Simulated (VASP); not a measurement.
# ZnO (Pm-3m) in VASP: further runs, part 2 of 2

VASP 6.6.1. The steps go on from the part before.

### Step 3. Single point, r2SCAN

The input, POSCAR:

```
ZnO
1.0
    2.6461709623      0.0000000000      0.0000000000
    0.0000000000      2.6461709623      0.0000000000
    0.0000000000      0.0000000000      2.6461709623
Zn O
1 1
Direct
    0.0000000000      0.0000000000      0.0000000000
    0.5000000000      0.5000000000      0.5000000000
```

The input, INCAR.step1:

```
SYSTEM = ZnO
PREC     = Accurate       ! precision mode
ENCUT    = 660            ! plane-wave cutoff, eV
ISMEAR   = 1              ! smearing method
SIGMA    = 0.05           ! smearing width, eV
LREAL    = .False.        ! projectors in reciprocal space
LASPH    = .True.         ! aspherical terms in the spheres
NELM     = 120            ! most SCF steps
NBANDS   = 16             ! bands
GGA      = PE             ! functional
ALGO     = Normal         ! electronic algorithm
EDIFF    = 1E-5           ! SCF threshold, eV
LWAVE    = .True.         ! write WAVECAR
LCHARG   = .False.        ! write CHGCAR
GGA_COMPAT= .False.
```

The input, INCAR.step2:

```
SYSTEM = ZnO
PREC     = Accurate       ! precision mode
ENCUT    = 660            ! plane-wave cutoff, eV
EDIFF    = 1E-6           ! SCF threshold, eV
ISMEAR   = 1              ! smearing method
SIGMA    = 0.05           ! smearing width, eV
LREAL    = .False.        ! projectors in reciprocal space
LASPH    = .True.         ! aspherical terms in the spheres
NELM     = 120            ! most SCF steps
ALGO     = Normal         ! electronic algorithm
ISIF     = 2              ! what is computed and relaxed
LWAVE    = .False.        ! write WAVECAR
LCHARG   = .True.         ! write CHGCAR
METAGGA  = R2SCAN         ! meta-GGA
LMIXTAU  = .True.       
LELF     = .True.         ! ELF
LVHAR    = .True.       
NBANDS   = 16             ! bands
ISTART   = 1            
GGA_COMPAT= .False.
```

The input, KPOINTS:

```
Automatic mesh
0
Gamma
  6 6 6
  0 0 0
```

Potentials or basis: VASP PAW PBE potentials, release 64 (Zn, O).

Run with:

```sh
$ cat potpaw_PBE.64/Zn/POTCAR potpaw_PBE.64/O/POTCAR > POTCAR
$ cp INCAR.step1 INCAR
$ mpirun -np 1 vasp_std > vasp.out
$ cp INCAR.step2 INCAR
$ mpirun -np 1 vasp_std > vasp.out
```

OUTCAR:

```text
SYSTEM = ZnO
   PREC = Accurate
   ENCUT = 660
   EDIFF = 1E-6
   ISMEAR = 1
   LREAL = .False.
   LASPH = .True.
   NELM = 120
   ISIF = 2
   METAGGA = R2SCAN
   ISTART = 1

 ion  position               nearest neighbor table
   1  0.000  0.000  0.000-   2 2.29   2 2.29   2 2.29   2 2.29   2 2.29   2 2.29   2 2.29   2 2.29

   2  0.500  0.500  0.500-   1 2.29   1 2.29   1 2.29   1 2.29   1 2.29   1 2.29   1 2.29   1 2.29

  LATTYP: Found a simple cubic cell.
 ALAT       =     2.6461709623

  Lattice vectors:

 A1 = (   2.6461709623,   0.0000000000,   0.0000000000)
 A2 = (   0.0000000000,   2.6461709623,   0.0000000000)
 A3 = (   0.0000000000,   0.0000000000,   2.6461709623)

Analysis of symmetry for initial positions (statically):
=====================================================================
 Subroutine PRICEL returns:
 Original cell was already a primitive cell.

 Routine SETGRP: Setting up the symmetry group for a
 simple cubic supercell.

 Subroutine GETGRP returns: Found 48 space group operations
 (whereof 48 operations were pure point group operations)
 out of a pool of 48 trial point group operations.

The static configuration has the point symmetry O_h .
[... 156 lines left out ...]

 E-fermi :   3.2736     XC(G=0): -13.5609

 val. band max:        3.2575910959   @ k =   0.5000   0.0000   0.0000
 cond. band min:       5.2232710850   @ k =   0.1667   0.0000   0.0000
 fundamental gap:      1.9656799892
 Fermi energy:         3.2736305668

 k-point     1 :       0.0000    0.0000    0.0000
  band No.  band energies     occupation
      1     -16.5228      2.00000
      2      -3.4285      2.00000
      3      -3.4285      2.00000
      4      -2.2868      2.00000
      5      -2.2868      2.00000
      6      -2.2868      2.00000
[... 357 lines left out ...]
      3      -4.2525      2.00000
      4      -4.2525      2.00000
      5      -1.9819      2.00000
      6      -1.9819      2.00000
[... 8 lines left out ...]
     15      25.9440      0.00000
     16      25.9440      0.00000

------------------------ aborting loop because EDIFF is reached ----------------------------------------

  FORCE on cell =-STRESS in cart. coord.  units (eV):
  Direction    XX          YY          ZZ          XY          YZ          ZX
  --------------------------------------------------------------------------------------
  -------------------------------------------------------------------------------------
  Total        0.1223540      0.1223540      0.1223540     -0.0000000      0.0000000     -0.0000000
  in kB       10.5797420     10.5797420     10.5797420     -0.0000000      0.0000000     -0.0000000
  external PRESSURE =      10.5797420 kB  Pullay stress =       0.0000000 kB

 VOLUME and BASIS-vectors are now :
 -----------------------------------------------------------------------------
  energy-cutoff  :      660.00
  volume of cell :       18.53
      direct lattice vectors                 reciprocal lattice vectors
     2.646170962  0.000000000  0.000000000     0.377904532  0.000000000  0.000000000
     0.000000000  2.646170962  0.000000000     0.000000000  0.377904532  0.000000000
     0.000000000  0.000000000  2.646170962     0.000000000  0.000000000  0.377904532

 POSITION                                       TOTAL-FORCE (eV/Angst)
 -----------------------------------------------------------------------------------
      0.00000      0.00000      0.00000         0.000000      0.000000      0.000000
      1.32309      1.32309      1.32309         0.000000      0.000000      0.000000
 -----------------------------------------------------------------------------------
    total drift:                                0.000000      0.000000     -0.000000

  FREE ENERGIE OF THE ION-ELECTRON SYSTEM (eV)
  ---------------------------------------------------
  free  energy   TOTEN  =       -16.6819183958 eV

  energy  without entropy=      -16.6820168074  energy(sigma->0) =      -16.68195120
```

Run time: 20 s. Hardware: 1 thread of Intel Xeon 6975P-C, shared host; peak memory 0.14 GiB.

What came out:

- Free energy: -16.6819 eV
- Pressure: 1.1 GPa
- Band gap on the k mesh: zero (band 9 reaches 3.26 eV, above the bottom of band 10 at 3.21 eV)

Caveat: the k points lie up to 0.40 Å⁻¹ apart; the PAW data sets were made with another functional, which shifts forces and pressure a little.

### Step 4. Single point, r2SCAN, collinear spin, zero start

POSCAR is that of step 3.

The input, INCAR.step1:

```
PREC = Accurate
ENCUT = 660
ISMEAR = -1
SIGMA = 0.02
LREAL = F
LASPH = T
NELM = 200
ISPIN = 2
MAGMOM = 0 0
NBANDS = 20
GGA = PE
ALGO = Normal
EDIFF = 1E-5
LWAVE = T
LCHARG = F
GGA_COMPAT = F
```

The input, INCAR.step2:

```
PREC = Accurate
ENCUT = 660
EDIFF = 1E-6
ISMEAR = -1
SIGMA = 0.02
LREAL = F
LASPH = T
NELM = 200
ALGO = Normal
ISIF = 2
LWAVE = F
LCHARG = F
ISPIN = 2
MAGMOM = 0 0
LORBIT = 11
METAGGA = R2SCAN
LMIXTAU = T
NBANDS = 20
ISTART = 1
GGA_COMPAT = F
```

The input, KPOINTS:

```
Automatic mesh
0
Gamma
  6 6 6
```

Potentials or basis: VASP PAW PBE potentials, release 64 (Zn, O).

Run with:

```sh
$ cat potpaw_PBE.64/Zn/POTCAR potpaw_PBE.64/O/POTCAR > POTCAR
$ cp INCAR.step1 INCAR
$ mpirun -np 1 vasp_std > vasp.out
$ cp INCAR.step2 INCAR
$ mpirun -np 1 vasp_std > vasp.out
```

OUTCAR:

```text
PREC = Accurate
   ENCUT = 660
   EDIFF = 1E-6
   ISMEAR = -1
   LREAL = F
   LASPH = T
   NELM = 200
   ISIF = 2
   ISPIN = 2
   LORBIT = 11
   METAGGA = R2SCAN
   ISTART = 1

 ion  position               nearest neighbor table
   1  0.000  0.000  0.000-   2 2.29   2 2.29   2 2.29   2 2.29   2 2.29   2 2.29   2 2.29   2 2.29

   2  0.500  0.500  0.500-   1 2.29   1 2.29   1 2.29   1 2.29   1 2.29   1 2.29   1 2.29   1 2.29

  LATTYP: Found a simple cubic cell.
 ALAT       =     2.6461709623

  Lattice vectors:

 A1 = (   2.6461709623,   0.0000000000,   0.0000000000)
 A2 = (   0.0000000000,   2.6461709623,   0.0000000000)
 A3 = (   0.0000000000,   0.0000000000,   2.6461709623)

Analysis of symmetry for initial positions (statically):
=====================================================================
 Subroutine PRICEL returns:
 Original cell was already a primitive cell.

 Routine SETGRP: Setting up the symmetry group for a
 simple cubic supercell.

 Subroutine GETGRP returns: Found 48 space group operations
 (whereof 48 operations were pure point group operations)
 out of a pool of 48 trial point group operations.

The static configuration has the point symmetry O_h .

Analysis of symmetry for dynamics (positions and initial velocities):
=====================================================================
 Subroutine PRICEL returns:
 Original cell was already a primitive cell.

 Routine SETGRP: Setting up the symmetry group for a
 simple cubic supercell.

 Subroutine GETGRP returns: Found 48 space group operations
 (whereof 48 operations were pure point group operations)
 out of a pool of 48 trial point group operations.

The dynamic configuration has the point symmetry O_h .

Analysis of structural, dynamic, and magnetic symmetry:
=====================================================================
 Subroutine PRICEL returns:
 Original cell was already a primitive cell.

 Routine SETGRP: Setting up the symmetry group for a
 simple cubic supercell.

 Subroutine GETGRP returns: Found 48 space group operations
 (whereof 48 operations were pure point group operations)
 out of a pool of 48 trial point group operations.

The overall configuration has the point symmetry O_h .

 Subroutine INISYM returns: Found 48 space group operations
 (whereof 48 operations are pure point group operations),
 and found     1 'primitive' translations

----------------------------------------------------------------------------------------

                                     Primitive cell

  volume of cell :      18.5291

  direct lattice vectors                    reciprocal lattice vectors
     2.646170962  0.000000000  0.000000000     0.377904532  0.000000000  0.000000000
     0.000000000  2.646170962  0.000000000     0.000000000  0.377904532  0.000000000
     0.000000000  0.000000000  2.646170962     0.000000000  0.000000000  0.377904532

  length of vectors
     2.646170962  2.646170962  2.646170962     0.377904532  0.377904532  0.377904532

  position of ions in fractional coordinates (direct lattice)
     0.000000000  0.000000000  0.000000000
     0.500000000  0.500000000  0.500000000

[... 63 lines left out ...]
   ISTART =      1    job   : 0-new  1-cont  2-samecut
   ICHARG =      0    charge: 1-file 2-atom 10-const
   ISPIN  =      2    spin polarized calculation?
   LNONCOLLINEAR =      F non collinear calculations
   LSORBIT =      F    spin-orbit coupling
   LASPH  =      T    aspherical Exc in radial PAW
   ENCUT  =  660.0 eV  48.51 Ry    6.96 a.u.   5.54  5.54  5.54*2*pi/ulx,y,z
   NELM   =    200;   NELMIN=  2; NELMDL=  0     # of ELM steps
   EDIFF  = 0.1E-05   stopping-criterion for ELM
   LREAL  =      F    real-space projection
   EDIFFG = 0.1E-04   stopping-criterion for IOM
   NSW    =      0    number of steps for IOM
   IBRION =     -1    ionic relax: 0-MD 1-quasi-New 2-CG
   NFREE  =      0    steps in history (QN), initial steepest desc. (CG)
   ISIF   =      2    stress and relaxation
   ISYM   =      2    0-nonsym 1-usesym 2-fastsym
   POTIM  = 0.5000    time-step for ionic-motion
   TEBEG  =    0.0;   TEEND  =   0.0 temperature during run
   PSTRESS=    0.0 pullay stress
   NELECT =      18.0000    total number of electrons
   NUPDOWN=      -1.0000    fix difference up-down
   EMIN   =  10.00;   EMAX   =-10.00  energy-range for DOS
   EFERMI =   0.00;   METHOD = LEGACY
   ISMEAR =    -1;   SIGMA  =   0.02  broadening in eV -4-tet -1-fermi 0-gaus
   EFERMI_NEDOS =   21; number of points for ismear=-14 and -15
   IALGO  =     38    algorithm
   IMIX   =      4    mixing-type and parameters
     AMIX     =   0.40;   BMIX     =  1.00
     AMIX_MAG =   1.60;   BMIX_MAG =  1.00
  volume/ion in A,a.u.               =       9.26        62.52
  Fermi-wavevector in a.u.,A,eV,Ry     =   1.621366  3.063938 35.767379  2.628828
  Thomas-Fermi vector in A             =   2.715154
   LORBIT       =     11    0 simple, 1 ext, 2 COOP (PROOUT), +10 PAW based schemes
   METAGGA = R2SCAN    functional components
   LHFCALC =     F    Hartree Fock is set to
   AEXX    =    0.0000 exact exchange contribution
   IVDW    =     0    specifies the selected vdW correction
   LEPSILON=     F    determine dielectric tensor
   LRPA    =     F    only Hartree local field effects (RPA)
 spin polarized calculation
  energy-cutoff  :      660.00
  volume of cell :       18.53
 maximum number of plane-waves:       739
 NGX is ok and might be reduce to    24
   NGX = 11   NGY = 11   NGZ = 11

 number of electron      18.0000016 magnetization       0.0000002

 number of electron      18.0000016 magnetization      -0.0000001

 Free energy of the ion-electron system (eV)
  ---------------------------------------------------
  ext. energy  EPLUGINS =         0.00000000
  ---------------------------------------------------
  free energy    TOTEN  =       -16.68237360 eV

  energy without entropy =      -16.68173748  energy(sigma->0) =      -16.68205554

 E-fermi :   3.2960     XC(G=0): -13.5608

 val. band max:        3.2581356168   @ k =   0.5000   0.0000   0.0000
 cond. band min:       5.2236421493   @ k =   0.1667   0.0000   0.0000
 fundamental gap:      1.9655065326
 Fermi energy:         3.2960069690

 spin component 1

 k-point     1 :       0.0000    0.0000    0.0000
  band No.  band energies     occupation
      1     -16.5224      1.00000
      2      -3.4278      1.00000
      3      -3.4278      1.00000
      4      -2.2860      1.00000
      5      -2.2860      1.00000
      6      -2.2860      1.00000
[... 436 lines left out ...]
      6      -1.9812      1.00000
[... 12 lines left out ...]
     19      49.2055      0.00000
     20      49.2586      0.00000
 Fermi energy:         3.2960069690

 spin component 2

 k-point     1 :       0.0000    0.0000    0.0000
  band No.  band energies     occupation
      1     -16.5224      1.00000
      2      -3.4278      1.00000
      3      -3.4278      1.00000
      4      -2.2860      1.00000
      5      -2.2860      1.00000
      6      -2.2860      1.00000
[... 449 lines left out ...]
     19      49.2046      0.00000
     20      49.2586      0.00000

------------------------ aborting loop because EDIFF is reached ----------------------------------------

  FORCE on cell =-STRESS in cart. coord.  units (eV):
  Direction    XX          YY          ZZ          XY          YZ          ZX
  --------------------------------------------------------------------------------------
  -------------------------------------------------------------------------------------
  Total        0.1225580      0.1225580      0.1225580     -0.0000000     -0.0000000      0.0000000
  in kB       10.5973828     10.5973828     10.5973828     -0.0000000     -0.0000000      0.0000000
  external PRESSURE =      10.5973828 kB  Pullay stress =       0.0000000 kB

 VOLUME and BASIS-vectors are now :
 -----------------------------------------------------------------------------
  energy-cutoff  :      660.00
  volume of cell :       18.53
      direct lattice vectors                 reciprocal lattice vectors
     2.646170962  0.000000000  0.000000000     0.377904532  0.000000000  0.000000000
     0.000000000  2.646170962  0.000000000     0.000000000  0.377904532  0.000000000
     0.000000000  0.000000000  2.646170962     0.000000000  0.000000000  0.377904532

 POSITION                                       TOTAL-FORCE (eV/Angst)
 -----------------------------------------------------------------------------------
      0.00000      0.00000      0.00000         0.000000      0.000000      0.000000
      1.32309      1.32309      1.32309         0.000000      0.000000      0.000000
 -----------------------------------------------------------------------------------
    total drift:                                0.000000      0.000000     -0.000000

  FREE ENERGIE OF THE ION-ELECTRON SYSTEM (eV)
  ---------------------------------------------------
  free  energy   TOTEN  =       -16.6823736000 eV

  energy  without entropy=      -16.6817374760  energy(sigma->0) =      -16.68205554

 total charge

# of ion       s       p       d       tot
------------------------------------------
    1        0.376   0.359   9.897  10.631
    2        1.581   3.417   0.000   4.998
--------------------------------------------------
tot          1.957   3.776   9.897  15.629

 magnetization (x)

# of ion       s       p       d       tot
------------------------------------------
    1        0.000   0.000   0.000   0.000
    2       -0.000  -0.000   0.000  -0.000
--------------------------------------------------
tot         -0.000  -0.000   0.000  -0.000
```

OSZICAR.step1:

```text
N       E                     dE             d eps       ncg     rms          rms(c)
DAV:   1     0.116275977520E+03    0.11628E+03   -0.10565E+04  1784   0.162E+03
DAV:   2    -0.161859931433E+01   -0.11789E+03   -0.10285E+03  1640   0.315E+02
DAV:   3    -0.918139567813E+01   -0.75628E+01   -0.74695E+01  1816   0.717E+01
DAV:   4    -0.922783907799E+01   -0.46443E-01   -0.46429E-01  1852   0.544E+00
DAV:   5    -0.922790678755E+01   -0.67710E-04   -0.67708E-04  1812   0.217E-01    0.867E+00
DAV:   6    -0.752570203442E+01    0.17022E+01   -0.21269E+00  2364   0.499E+01    0.617E+00
DAV:   7    -0.749280300056E+01    0.32899E-01   -0.47406E-01  1748   0.925E+00    0.319E+00
DAV:   8    -0.746475975060E+01    0.28043E-01   -0.68962E-02  1816   0.204E+00    0.602E-01
DAV:   9    -0.746236711101E+01    0.23926E-02   -0.27680E-03  2184   0.911E-01    0.926E-02
DAV:  10    -0.746239138959E+01   -0.24279E-04   -0.58189E-04  1812   0.171E-01    0.552E-02
DAV:  11    -0.746240309394E+01   -0.11704E-04   -0.22311E-05  1804   0.414E-02    0.736E-03
DAV:  12    -0.746240234557E+01    0.74837E-06   -0.12486E-06   996   0.106E-02
   1 F= -.74624023E+01 E0= -.74620900E+01  d E =-.624669E-03  mag=    -0.0000
```

Wall time 32 s (1 thread of Intel Xeon 6975P-C, shared host); peak memory 0.17 GiB.

What came out:

| Property | Result |
| --- | --- |
| Free energy | -16.6824 eV |
| Pressure | 1.1 GPa |
| Band gap on the k mesh | zero (filled and empty bands overlap) |
| Net moment | 0.00 μB per cell |
| Valence electrons inside the program's atomic spheres | Zn 10.63; O 5.00 |

Caveat: the k points lie up to 0.40 Å⁻¹ apart; the PAW data sets were made with another functional, which shifts forces and pressure a little.

### Step 5. Summary

```csv
spin,smearing,gap on the mesh (eV),pressure (GPa)
off,methfessel-paxton 0.001 eV,none,1.1
off,methfessel-paxton 0.05 eV,none,1.1
"collinear, zero start",fermi-dirac 0.02 eV,none,1.1
```

Alike in all rows: task single point; level r2SCAN; potentials or basis VASP PAW PBE potentials, release 64 (Zn, O); cell as given; k mesh 6 × 6 × 6; cutoff (eV) 660.

Caveats: all runs use coarse meshes; the PAW data sets were made with another functional, which shifts forces and pressure a little.

Absolute energies hang on the potentials; compare differences alone.
